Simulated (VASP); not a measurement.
# AlN (P6_3mc) in VASP: notebook

Runs on AlN. Level: PBEsol. Tasks: single point, relaxation of cell and atoms.

Everything below comes from runs of VASP 6.6.1. Logs are shortened: lines on timing, memory, paths and dates and some standing lists are left out, and cuts for length are marked.

## (1) The cell of the first run

Symmetry: P6_3mc, No. 186, hexagonal system. The conventional cell has a = 3.114 Å, b = 3.114 Å, c = 4.983 Å, α = 90.00°, β = 90.00°, γ = 120.00°. Al (site symmetry 3m) has 4 N at 1.89 to 1.90 Å within 2.5 Å. Within 2.5 Å of N (site symmetry 3m) lie 4 Al at 1.89 to 1.90 Å.

## (2) Single point, PBEsol

The input, INCAR:

```
  PREC = Accurate
  ENCUT = 520
  EDIFF = 1E-7
  ISMEAR = 0
  SIGMA = 0.01
  LREAL = F
  LASPH = T
  NELM = 60
  ALGO = Normal
  ISIF = 2
  LWAVE = F
  LCHARG = F
  GGA = PS
  NBANDS = 16
```

The input, KPOINTS:

```
regular mesh
0
Gamma
  12 12 6
```

The input, POSCAR:

```
AlN
1.0
    3.1137914568      0.0000000000      0.0000000000
   -1.5568957284      2.6966225037      0.0000000000
    0.0000000000      0.0000000000      4.9834931641
Al N
2 2
Direct
    0.3333333333      0.6666666667     -0.0009939505
    0.6666666667      0.3333333333      0.4990060495
    0.3333333333      0.6666666667      0.3809939505
    0.6666666667      0.3333333333      0.8809939505
```

Potentials or basis: VASP PAW PBE potentials, release 64 (Al, N).

On the command line:

```console
> cat potpaw_PBE.64/Al/POTCAR potpaw_PBE.64/N/POTCAR > POTCAR
> mpirun -np 1 vasp_std > vasp.out
```

OUTCAR:

```text
PREC = Accurate
   ENCUT = 520
   EDIFF = 1E-7
   ISMEAR = 0
   LREAL = F
   LASPH = T
   NELM = 60
   ISIF = 2
   GGA = PS

 ion  position               nearest neighbor table
   1  0.333  0.667  0.999-   4 1.89   4 1.89   4 1.89   3 1.90   2 3.07   2 3.07   2 3.07   2 3.07
                             2 3.07   2 3.07
   2  0.667  0.333  0.499-   3 1.89   3 1.89   3 1.89   4 1.90   1 3.07   1 3.07   1 3.07   1 3.07
                             1 3.07   1 3.07
   3  0.333  0.667  0.381-   2 1.89   2 1.89   2 1.89   1 1.90
   4  0.667  0.333  0.881-   1 1.89   1 1.89   1 1.89   2 1.90

  LATTYP: Found a hexagonal cell.
 ALAT       =     3.1137914568
 C/A-ratio  =     1.6004582302

  Lattice vectors:

 A1 = (   3.1137914568,   0.0000000000,   0.0000000000)
 A2 = (  -1.5568957284,   2.6966225037,   0.0000000000)
 A3 = (   0.0000000000,   0.0000000000,   4.9834931641)

Analysis of symmetry for initial positions (statically):
=====================================================================
 Subroutine PRICEL returns:
 Original cell was already a primitive cell.

 Routine SETGRP: Setting up the symmetry group for a
 hexagonal supercell.

 Subroutine GETGRP returns: Found 12 space group operations
 (whereof  6 operations were pure point group operations)
 out of a pool of 24 trial point group operations.

The static configuration has the point symmetry C_3v.
 The point group associated with its full space group is C_6v.

Analysis of symmetry for dynamics (positions and initial velocities):
=====================================================================
 Subroutine PRICEL returns:
 Original cell was already a primitive cell.

 Routine SETGRP: Setting up the symmetry group for a
 hexagonal supercell.

 Subroutine GETGRP returns: Found 12 space group operations
 (whereof  6 operations were pure point group operations)
 out of a pool of 24 trial point group operations.

The dynamic configuration has the point symmetry C_3v.
 The point group associated with its full space group is C_6v.

 Subroutine INISYM returns: Found 12 space group operations
 (whereof  6 operations are pure point group operations),
 and found     1 'primitive' translations

----------------------------------------------------------------------------------------

                                     Primitive cell

  volume of cell :      41.8450

  direct lattice vectors                    reciprocal lattice vectors
     3.113791457  0.000000000  0.000000000     0.321151886  0.185417128  0.000000000
    -1.556895728  2.696622504  0.000000000     0.000000000  0.370834256  0.000000000
     0.000000000  0.000000000  4.983493164     0.000000000  0.000000000  0.200662460

  length of vectors
     3.113791457  3.113791457  4.983493164     0.370834256  0.370834256  0.200662460

  position of ions in fractional coordinates (direct lattice)
     0.333333333  0.666666667  0.999006049
     0.666666667  0.333333333  0.499006049
     0.333333333  0.666666667  0.380993950
     0.666666667  0.333333333  0.880993950

  ion indices of the primitive-cell ions
   primitive index   ion index
                 1           1
                 2           2
                 3           3
                 4           4

----------------------------------------------------------------------------------------

 KPOINTS: regular mesh

Automatic generation of k-mesh.
 Grid dimensions read from file:
 generate k-points for:   12   12    6

 Generating k-lattice:

  Cartesian coordinates                     Fractional coordinates (reciprocal lattice)
     0.026762657  0.015451427  0.000000000     0.083333333  0.000000000  0.000000000
     0.000000000  0.030902855  0.000000000     0.000000000  0.083333333  0.000000000
     0.000000000  0.000000000  0.033443743     0.000000000  0.000000000  0.166666667

  Length of vectors
     0.030902855  0.030902855  0.033443743

  Shift w.r.t. Gamma in fractional coordinates (k-lattice)
     0.000000000  0.000000000  0.000000000

 Subroutine IBZKPT returns following result:
 ===========================================

 Found     76 irreducible k-points:

 Following reciprocal coordinates:
            Coordinates               Weight
  0.000000  0.000000  0.000000      1.000000
  0.083333 -0.000000  0.000000      6.000000
  0.166667 -0.000000  0.000000      6.000000
  0.250000  0.000000  0.000000      6.000000
  0.333333 -0.000000  0.000000      6.000000
  0.416667 -0.000000  0.000000      6.000000
[... 16 lines left out ...]
  0.250000  0.000000  0.166667     12.000000
  0.333333 -0.000000  0.166667     12.000000
 [... further k-points ...]
   k-points           NKPTS =     76   k-points in BZ     NKDIM =     76   number of bands    NBANDS=     16
   number of dos      NEDOS =    301   number of ions     NIONS =      4
   total plane-waves  NPLWV =  23040
   dimension x,y,z NGX =    24 NGY =   24 NGZ =   40
   dimension x,y,z NGXF=    48 NGYF=   48 NGZF=   80
   ions per type =               2   2
   NGX,Y,Z   is equivalent  to a cutoff of  12.81, 12.81, 13.34 a.u.
   NGXF,Y,Z  is equivalent  to a cutoff of  25.63, 25.63, 26.69 a.u.
 SYSTEM =  unknown system
   PREC   = accura    normal or accurate (medium, high low for compatibility)
   ISTART =      0    job   : 0-new  1-cont  2-samecut
   ICHARG =      2    charge: 1-file 2-atom 10-const
   ISPIN  =      1    spin polarized calculation?
   LNONCOLLINEAR =      F non collinear calculations
   LSORBIT =      F    spin-orbit coupling
   LASPH  =      T    aspherical Exc in radial PAW
   ENCUT  =  520.0 eV  38.22 Ry    6.18 a.u.   5.79  5.79  9.27*2*pi/ulx,y,z
   NELM   =     60;   NELMIN=  2; NELMDL= -5     # of ELM steps
   EDIFF  = 0.1E-06   stopping-criterion for ELM
   LREAL  =      F    real-space projection
   EDIFFG = 0.1E-05   stopping-criterion for IOM
   NSW    =      0    number of steps for IOM
   IBRION =     -1    ionic relax: 0-MD 1-quasi-New 2-CG
   NFREE  =      0    steps in history (QN), initial steepest desc. (CG)
   ISIF   =      2    stress and relaxation
   ISYM   =      2    0-nonsym 1-usesym 2-fastsym
   POTIM  = 0.5000    time-step for ionic-motion
   TEBEG  =    0.0;   TEEND  =   0.0 temperature during run
   PSTRESS=    0.0 pullay stress
   NELECT =      16.0000    total number of electrons
   NUPDOWN=      -1.0000    fix difference up-down
   EMIN   =  10.00;   EMAX   =-10.00  energy-range for DOS
   EFERMI =   0.00;   METHOD = LEGACY
   ISMEAR =     0;   SIGMA  =   0.01  broadening in eV -4-tet -1-fermi 0-gaus
   EFERMI_NEDOS =   21; number of points for ismear=-14 and -15
   IALGO  =     38    algorithm
   IMIX   =      4    mixing-type and parameters
     AMIX     =   0.40;   BMIX     =  1.00
     AMIX_MAG =   1.60;   BMIX_MAG =  1.00
  volume/ion in A,a.u.               =      10.46        70.60
  Fermi-wavevector in a.u.,A,eV,Ry     =   1.188229  2.245428 19.209919  1.411889
  Thomas-Fermi vector in A             =   2.324364
   LORBIT       =      0    0 simple, 1 ext, 2 COOP (PROOUT), +10 PAW based schemes
   GGA     = PS    functional components
   LHFCALC =     F    Hartree Fock is set to
   AEXX    =    0.0000 exact exchange contribution
   IVDW    =     0    specifies the selected vdW correction
   LEPSILON=     F    determine dielectric tensor
   LRPA    =     F    only Hartree local field effects (RPA)
 non-spin polarized calculation
 Gauss-broadening in eV      SIGMA  =   0.01
  energy-cutoff  :      520.00
  volume of cell :       41.84
 maximum number of plane-waves:      1152
 NGX is ok and might be reduce to    24
   NGX = 11   NGY = 11   NGZ = 19

 number of electron      15.9999997 magnetization

 Free energy of the ion-electron system (eV)
  ---------------------------------------------------
  ext. energy  EPLUGINS =         0.00000000
  ---------------------------------------------------
  free energy    TOTEN  =       -31.31242454 eV

  energy without entropy =      -31.31242454  energy(sigma->0) =      -31.31242454

 E-fermi :   6.1592     XC(G=0): -11.0994

 val. band max:        6.0507287502   @ k =   0.0000   0.0000   0.0000
 cond. band min:      10.1620019321   @ k =   0.0000   0.0000   0.0000
 fundamental gap:      4.1112731818
 Fermi energy:         6.1591596376

 k-point     1 :       0.0000    0.0000    0.0000
  band No.  band energies     occupation
      1      -9.1108      2.00000
      2      -6.9312      2.00000
      3       0.0007      2.00000
      4       5.1724      2.00000
      5       5.1724      2.00000
      6       5.8266      2.00000
[... 8 lines left out ...]
     15      19.0705      0.00000
     16      19.0705      0.00000

 k-point     2 :       0.0833   -0.0000    0.0000
  band No.  band energies     occupation
      1      -9.0215      2.00000
      2      -6.8803      2.00000
      3       0.1066      2.00000
      4       4.7550      2.00000
      5       5.0541      2.00000
      6       5.4094      2.00000
[... 8 lines left out ...]
     15      19.1107      0.00000
     16      19.1433      0.00000

 k-point     3 :       0.1667   -0.0000    0.0000
  band No.  band energies     occupation
      1      -8.7610      2.00000
      2      -6.7413      2.00000
      3       0.4190      2.00000
      4       3.7394      2.00000
      5       4.5295      2.00000
      6       4.7767      2.00000
[... 8 lines left out ...]
     15      18.2893      0.00000
     16      18.7115      0.00000

 k-point     4 :       0.2500    0.0000    0.0000
  band No.  band energies     occupation
      1      -8.3547      2.00000
      2      -6.5571      2.00000
      3       0.9196      2.00000
      4       2.5569      2.00000
      5       3.5628      2.00000
      6       4.4588      2.00000
[... 8 lines left out ...]
     15      18.0483      0.00000
     16      19.1972      0.00000
[... 324 lines left out ...]
 k-point    22 :       0.1667   -0.0000    0.1667
  band No.  band energies     occupation
      1      -8.6585      2.00000
      2      -6.9299      2.00000
      3       0.7244      2.00000
      4       3.8069      2.00000
      5       4.2980      2.00000
      6       4.8343      2.00000
[... 8 lines left out ...]
     15      18.4305      0.00000
     16      18.8452      0.00000

 k-point    23 :       0.2500    0.0000    0.1667
  band No.  band energies     occupation
      1      -8.2595      2.00000
      2      -6.7150      2.00000
      3       1.0690      2.00000
      4       2.7220      2.00000
      5       3.3835      2.00000
      6       4.5256      2.00000
[... 8 lines left out ...]
     15      18.3003      0.00000
     16      19.2644      0.00000

 k-point    24 :       0.3333   -0.0000    0.1667
  band No.  band energies     occupation
      1      -7.7720      2.00000
      2      -6.5187      2.00000
      3       1.0936      2.00000
      4       2.0706      2.00000
      5       2.6816      2.00000
      6       4.2562      2.00000
[... 8 lines left out ...]
     15      18.3578      0.00000
     16      20.2136      0.00000

 [... further k-points ...]

------------------------ aborting loop because EDIFF is reached ----------------------------------------

  FORCE on cell =-STRESS in cart. coord.  units (eV):
  Direction    XX          YY          ZZ          XY          YZ          ZX
  --------------------------------------------------------------------------------------
  -------------------------------------------------------------------------------------
  Total       -0.0056776     -0.0056776     -0.0022632      0.0000000      0.0000000      0.0000000
  in kB       -0.2173877     -0.2173877     -0.0866527      0.0000000      0.0000000      0.0000000
  external PRESSURE =      -0.1738093 kB  Pullay stress =       0.0000000 kB

 VOLUME and BASIS-vectors are now :
 -----------------------------------------------------------------------------
  energy-cutoff  :      520.00
  volume of cell :       41.84
      direct lattice vectors                 reciprocal lattice vectors
     3.113791457  0.000000000  0.000000000     0.321151886  0.185417128  0.000000000
    -1.556895728  2.696622504  0.000000000     0.000000000  0.370834256  0.000000000
     0.000000000  0.000000000  4.983493164     0.000000000  0.000000000  0.200662460

 POSITION                                       TOTAL-FORCE (eV/Angst)
 -----------------------------------------------------------------------------------
     -0.00000      1.79775      4.97854         0.000000      0.000000     -0.000258
      1.55690      0.89887      2.48679         0.000000     -0.000000     -0.000258
     -0.00000      1.79775      1.89868         0.000000      0.000000      0.000258
      1.55690      0.89887      4.39043        -0.000000     -0.000000      0.000258
 -----------------------------------------------------------------------------------
    total drift:                               -0.000000      0.000000      0.000413

  FREE ENERGIE OF THE ION-ELECTRON SYSTEM (eV)
  ---------------------------------------------------
  free  energy   TOTEN  =       -31.3124245398 eV

  energy  without entropy=      -31.3124245398  energy(sigma->0) =      -31.31242454
```

Wall time 24 s (1 thread of Intel Xeon Platinum 8488C (Sapphire Rapids), shared host); peak memory 0.17 GiB.

Results:

```yaml
Free_energy: -31.3124 eV
Pressure: 0.0 GPa
Band_gap_on_the_k_mesh: 4.11 eV
```

Caveat: the PAW data sets were made with another functional, which shifts forces and pressure a little. A k mesh can miss the band edges.

## (3) Relaxation of cell and atoms, PBEsol

The input, INCAR:

```
PREC = Accurate
ENCUT = 600
EDIFF = 1E-6
ISMEAR = 0
SIGMA = 0.01
LREAL = F
LASPH = T
NELM = 100
ALGO = Normal
ISIF = 3
LWAVE = F
LCHARG = F
GGA = PS
IBRION = 2
NSW = 80
EDIFFG = -0.001
```

The input, KPOINTS:

```
Automatic mesh
0
Gamma
  12 12 6
```

The input, POSCAR:

```
AlN
1.0
    3.1138145983      0.0000000000      0.0000000000
   -1.5569072992      2.6966425448      0.0000000000
    0.0000000000      0.0000000000      4.9833397924
Al N
2 2
Direct
    0.3333333333      0.6666666667     -0.0009977079
    0.6666666667      0.3333333333      0.4990022921
    0.3333333333      0.6666666667      0.3809977079
    0.6666666667      0.3333333333      0.8809977079
```

Potentials or basis: VASP PAW PBE potentials, release 64 (Al, N).

On the command line:

```console
> cat potpaw_PBE.64/Al/POTCAR potpaw_PBE.64/N/POTCAR > POTCAR
> mpirun -np 1 vasp_std > vasp.out
```

OUTCAR:

```text
PREC = Accurate
   ENCUT = 600
   EDIFF = 1E-6
   ISMEAR = 0
   LREAL = F
   LASPH = T
   NELM = 100
   ISIF = 3
   GGA = PS
   IBRION = 2
   NSW = 80
   EDIFFG = -0.001

 ion  position               nearest neighbor table
   1  0.333  0.667  0.999-   4 1.89   4 1.89   4 1.89   3 1.90   2 3.07   2 3.07   2 3.07   2 3.07
                             2 3.07   2 3.07
   2  0.667  0.333  0.499-   3 1.89   3 1.89   3 1.89   4 1.90   1 3.07   1 3.07   1 3.07   1 3.07
                             1 3.07   1 3.07
   3  0.333  0.667  0.381-   2 1.89   2 1.89   2 1.89   1 1.90
   4  0.667  0.333  0.881-   1 1.89   1 1.89   1 1.89   2 1.90

  LATTYP: Found a hexagonal cell.
 ALAT       =     3.1138145983
 C/A-ratio  =     1.6003970805

  Lattice vectors:

 A1 = (   3.1138145983,   0.0000000000,   0.0000000000)
 A2 = (  -1.5569072992,   2.6966425448,   0.0000000000)
[... 283 lines left out ...]
      5       5.1791      2.00000
      6       5.8336      2.00000
      7       5.8336      2.00000
      8       6.0582      2.00000
      9      10.1757      0.00000
     10      12.6104      0.00000
     11      16.5558      0.00000
     12      17.0809      0.00000
[... 331 lines left out ...]
 k-point    24 :       0.3333    0.0000    0.1667
  band No.  band energies     occupation
      1      -7.7687      2.00000
      2      -6.5139      2.00000
      3       1.0979      2.00000
      4       2.0758      2.00000
      5       2.6869      2.00000
      6       4.2623      2.00000
      7       5.2558      2.00000
      8       5.3889      2.00000
      9      11.7846      0.00000
     10      12.5809      0.00000
     11      14.4460      0.00000
     12      16.1195      0.00000

 [... further k-points ...]

------------------------ aborting loop because EDIFF is reached ----------------------------------------

  FORCE on cell =-STRESS in cart. coord.  units (eV):
  Direction    XX          YY          ZZ          XY          YZ          ZX
  --------------------------------------------------------------------------------------
  -------------------------------------------------------------------------------------
  Total       -0.0018425     -0.0018425     -0.0036930      0.0000000      0.0000000     -0.0000000
  in kB       -0.0705989     -0.0705989     -0.1415025      0.0000000      0.0000000     -0.0000000
  external PRESSURE =      -0.0942334 kB  Pullay stress =       0.0000000 kB
[... 19 lines left out ...]
  FREE ENERGIE OF THE ION-ELECTRON SYSTEM (eV)
  ---------------------------------------------------
  free  energy   TOTEN  =       -31.3157467329 eV

  energy  without entropy=      -31.3157467329  energy(sigma->0) =      -31.31574673

 reached required accuracy - stopping structural energy minimisation
```

CONTCAR:

```text
AlN
   1.00000000000000
     3.1130392883093769    0.0000000000000144    0.0000000000000000
    -1.5565196442046636    2.6959711066523075   -0.0000000000000000
     0.0000000000000000    0.0000000000000000    4.9822243874458954
  Al              N
     2     2
Direct
     0.3333333332999970    0.6666666667000030    0.9990012320415861
     0.6666666667000030    0.3333333332999970    0.4990012320415861
     0.3333333332999970    0.6666666667000030    0.3809987679584164
     0.6666666667000030    0.3333333332999970    0.8809987679584165

  0.00000000E+00  0.00000000E+00  0.00000000E+00
  0.00000000E+00  0.00000000E+00  0.00000000E+00
  0.00000000E+00  0.00000000E+00  0.00000000E+00
  0.00000000E+00  0.00000000E+00  0.00000000E+00
```

Run time: 39 s. Hardware: 1 thread of Intel Xeon Platinum 8488C (Sapphire Rapids), shared host; peak memory 0.2 GiB.

Results:

| Quantity | Value |
| --- | --- |
| Free energy | -31.3157 eV |
| Relaxed volume | 10.45 Å³/atom |
| Relaxed cell | a = 3.113 Å, b = 3.113 Å, c = 4.982 Å, α = 90.00°, β = 90.00°, γ = 120.00° |
| Space group after relaxing (to 0.1 Å) | P6_3mc (No. 186) |
| Energy gained by relaxing | 0.0 meV/atom |
| Ionic steps | 3 |
| Pressure after relaxing | 0.0 GPa |
| Band gap on the k mesh | 4.12 eV |

Final structure:
```yaml
crystal:
  lattice:
    - [3.11304, 0.00000, 0.00000]
    - [-1.55652, 2.69597, 0.00000]
    - [0.00000, 0.00000, 4.98222]
  atoms:
    - { symbol: Al, position: [0.33333, 0.66667, 0.99900] }
    - { symbol: Al, position: [0.66667, 0.33333, 0.49900] }
    - { symbol: N, position: [0.33333, 0.66667, 0.38100] }
    - { symbol: N, position: [0.66667, 0.33333, 0.88100] }
```

Caveat: the PAW data sets were made with another functional, which shifts forces and pressure a little. A k mesh can miss the band edges.
